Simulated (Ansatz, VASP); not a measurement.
One calculation of Nb, two programs

The input INCAR:

```
SYSTEM = Nb
ALGO = Normal ; EDIFF = 1E-7
ENCUT = 520 ; GGA = PE
ISIF = 2 ; ISMEAR = 0
LASPH = .TRUE. ; LCHARG = .FALSE.
LREAL = .FALSE. ; LWAVE = .FALSE.
NBANDS = 12 ; NELM = 80
PREC = Accurate ; SIGMA = 0.05
```

File KPOINTS:

```
k-points
0
G
  8 8 8
  0 0 0
```

Contents of POSCAR:

```
Nb
1.0
    0.0000000000      2.1076182726      2.1076182726
    2.1076182726      0.0000000000      2.1076182726
    2.1076182726      2.1076182726      0.0000000000
Nb
1
Direct
    0.0000000000      0.0000000000      0.0000000000
```

Input for Ansatz:

```yaml
crystal:
  lattice:
    - [0.0, 2.1076182726, 2.1076182726]
    - [2.1076182726, 0.0, 2.1076182726]
    - [2.1076182726, 2.1076182726, 0.0]
  atoms:
    - { symbol: Nb, position: [0.0, 0.0, 0.0] }
basis:
  ecutwfc: 420
  ecutrho_ratio: 4
kpoints:
  mp_grid: { grid: [8, 8, 8] }
hamiltonian:
  xc: pbe
scf:
  occupations: { method: gaussian, width: 0.05 }
output:
  forces: true
  stress: true
  eigenvalues: true
```

Alike in both runs: task single point; functional PBE; k mesh 8 × 8 × 8; occupations gaussian, width 0.05 eV; no spin polarisation.

|  | VASP | Ansatz |
| --- | --- | --- |
| version | VASP 6.6.1 | Ansatz 0.2.0 |
| potentials or method | VASP PAW PBE potentials, release 64 (Nb_sv), cutoff 520 eV | scalar-relativistic, plane waves, PAW |
| valence electrons in the cell | 13 | 13 |

VASP gave:

| Quantity | Value |
| --- | --- |
| pressure (GPa) | -0.3 |

What did Ansatz give for the same quantities?

Pressure (GPa): 0.0.
